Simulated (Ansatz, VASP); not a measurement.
# Two plane-wave programs on Zn4HO4

```
CELL_PARAMETERS angstrom
5.51481 0.00000 0.00000
0.00000 5.51481 0.00000
0.00000 0.00000 3.24301
ATOMIC_POSITIONS crystal
Zn 0.18207 0.18207 0.50000
Zn 0.81793 0.81793 0.50000
Zn 0.68207 0.31793 0.00000
Zn 0.31793 0.68207 0.00000
O 0.81800 0.18200 0.50000
O 0.18200 0.81800 0.50000
O 0.68200 0.68200 0.00000
O 0.31800 0.31800 0.00000
H 0.00004 0.98200 0.40000
```

Alike in both runs: task single point; functional PBEsol; k mesh 4 × 4 × 8; occupations gaussian, width 0.05 eV; no spin polarisation.

|  | VASP | Ansatz |
| --- | --- | --- |
| version | VASP 6.6.1 | Ansatz 0.2.0 |
| potentials or method | VASP PAW PBE potentials, release 64 (Zn, O, H), cutoff 520 eV | scalar-relativistic, plane waves, PAW |
| valence electrons in the cell | 73 | 73 |

```tsv
	VASP	Ansatz	Ansatz less VASP
gap on the k mesh at the Fermi level (eV)	none	none	-
pressure (GPa)	14.1	13.0	-1.08
traceless stress, the component that is largest in VASP (GPa)	7.10	7.01	-0.097
rms of the force components (eV/Å)	1.389	1.352	-0.0366
```

VASP's potentials were made for PBE, not for PBEsol, and Ansatz warns of the same on its side. Atom by atom the forces differ by 0.039 eV/Å (rms over components). A gap of «none» marks a metal or a gap that the smearing closes.
